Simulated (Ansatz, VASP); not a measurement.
# One calculation of MgO, two programs

The input INCAR:

```
SYSTEM = MgO
PREC = Accurate ; ENCUT = 600
EDIFF = 1E-6 ; ISMEAR = 0
SIGMA = 0.01 ; LREAL = .False.
LASPH = .True. ; NELM = 120
ALGO = Normal ; ISIF = 2
LWAVE = .False. ; LCHARG = .True.
GGA = PE ; LELF = .True.
LVHAR = .True. ; NBANDS = 11
GGA_COMPAT = .False.
```

The input KPOINTS:

```
regular mesh
0
Gamma
  8 8 8
  0 0 0
```

Contents of POSCAR:

```
MgO
1.0
    0.0000000000      2.1479115743      2.1479115743
    2.1479115743      0.0000000000      2.1479115743
    2.1479115743      2.1479115743      0.0000000000
Mg O
1 1
Direct
    0.0000000000      0.0000000000      0.0000000000
    0.5000000000      0.5000000000      0.5000000000
```

Input for Ansatz:

```yaml
crystal:
  lattice:
    - [0.0, 2.1479115743, 2.1479115743]
    - [2.1479115743, 0.0, 2.1479115743]
    - [2.1479115743, 2.1479115743, 0.0]
  atoms:
    - { symbol: Mg, position: [0.0, 0.0, 0.0] }
    - { symbol: O, position: [0.5, 0.5, 0.5] }
kpoints:
  mp_grid: { grid: [8, 8, 8] }
hamiltonian:
  xc: pbe
scf:
  occupations: { method: fixed }
  n_extra_bands: 4
output:
  forces: true
  stress: true
  eigenvalues: true
```

Alike in both runs: task single point; functional PBE; k mesh 8 × 8 × 8; no spin polarisation.

```csv
,VASP,Ansatz
version,VASP 6.6.1,Ansatz 0.2.0
potentials or method,"VASP PAW PBE potentials, release 64 (Mg, O)","plane waves, PAW"
plane-wave cutoff (eV),600,420
occupations,"gaussian, width 0.01 eV",fixed
valence electrons in the cell,8,16
```

Ansatz gave:

| Quantity | Value |
| --- | --- |
| gap on the k mesh at the Fermi level (eV) | 4.19 |
| pressure (GPa) | -4.1 |

Problem. What did VASP give for the same quantities?

Solution. gap on the k mesh at the Fermi level (eV): 4.17; pressure (GPa): -5.2.

VASP's potentials hold 8 valence electrons a cell and Ansatz's 16, so a difference there can come from the potentials and not from the codes.
